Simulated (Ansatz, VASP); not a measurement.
**One calculation of CdInS2, two programs**

```
Cd In S
1.0
     3.64262    0.00000    0.00000
    -1.82131    3.15460    0.00000
     0.00000    0.00000    7.69139
Cd In S
1 1 2
Cartesian
  0.0000 0.0000 0.0000
  0.0000 0.0000 3.8457
  1.8213 1.0515 5.4529
  0.0000 2.1031 2.2385
```

Alike in both runs: task single point; functional PBE; k mesh 12 × 12 × 6; occupations gaussian, width 0.15 eV; no spin polarisation.

```csv
,VASP,Ansatz
version,VASP 6.6.1,Ansatz 0.2.0
potentials or method,"VASP PAW PBE potentials, release 64 (Cd, In_d, S), cutoff 520 eV","scalar-relativistic, plane waves, PAW"
valence electrons in the cell,37,45
```

```csv
,VASP,Ansatz,Ansatz less VASP
gap on the k mesh at the Fermi level (eV),none,none,-
pressure (GPa),1.7,1.6,-0.03
"traceless stress, the component that is largest in VASP (GPa)",-6.74,-6.80,-0.062
rms of the force components (eV/Å),0.081,0.087,+0.0058
```

Atom by atom the forces differ by 0.006 eV/Å (rms over components). A gap of «none» marks a metal or a gap that the smearing closes. The functional is the same, so the differences come from potentials, cutoffs and numerics. VASP's potentials hold 37 valence electrons a cell and Ansatz's 45, so a difference there can come from the potentials and not from the codes.
